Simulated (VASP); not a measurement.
# GaN: single point with PBE

Crystal: GaN.

```
Ga N
1.0
     3.18000    0.00000    0.00000
    -1.59000    2.75396    0.00000
     0.00000    0.00000    5.03685
Ga N
2 2
Direct
  0.33333 0.66667 0.00000
  0.66667 0.33333 0.50000
  0.33333 0.66667 0.37500
  0.66667 0.33333 0.87500
```

This cell differs from its parent crystal: strain +0.000 along x and y, -0.025 along z.

```yaml
Program: VASP 6.6.1
Task: single point
Functional: PBE
Potentials_or_basis: VASP PAW PBE potentials, release 64 (Ga_d, N)
Cutoff: 520 eV
k_mesh: 12 × 12 × 6
Occupations: gaussian, width 0.05 eV
Spin: no spin polarisation
```

| Property | Result |
| --- | --- |
| Pressure | 13.1 GPa |
| Largest force | 0.513 eV/Å |
| Band gap on the k mesh | 2.18 eV, direct |

Forces in eV/Å, atoms in the order of the input:
```
Ga   0.000  0.000 -0.513
Ga   0.000  0.000 -0.513
N    0.000  0.000  0.513
N    0.000  0.000  0.513
```

Stress tensor (GPa, compression positive):
```
 8.51  0.00  0.00
 0.00  8.51  0.00
 0.00  0.00 22.23
```

Levels at points of the mesh, in eV from the valence-band top:
```tsv
k point	band 14	band 15	band 16	band 17	band 18	band 19	band 20	band 21	band 22	band 23
(0.00, 0.00, 0.00)	-1.21	-1.21	-0.02	-0.02	0.00	2.18	4.23	9.61	9.86	9.86
(0.50, 0.00, 0.00)	-5.26	-4.41	-2.97	-2.34	-0.97	4.99	5.79	6.32	8.93	10.46
(0.00, 0.00, 0.50)	-3.78	-0.63	-0.63	-0.63	-0.63	4.38	4.38	8.84	8.84	10.38
(0.50, 0.00, 0.50)	-6.77	-2.06	-2.06	-1.88	-1.88	4.57	4.57	8.08	8.08	10.24
```

Run time: 74 s on 1 thread of Intel(R) Xeon(R) Platinum 8488C (Sapphire Rapids), on a shared host, peak memory 0.2 GiB.

Caveat: the cell differs from its parent crystal (strain +0.000 along x and y, -0.025 along z).
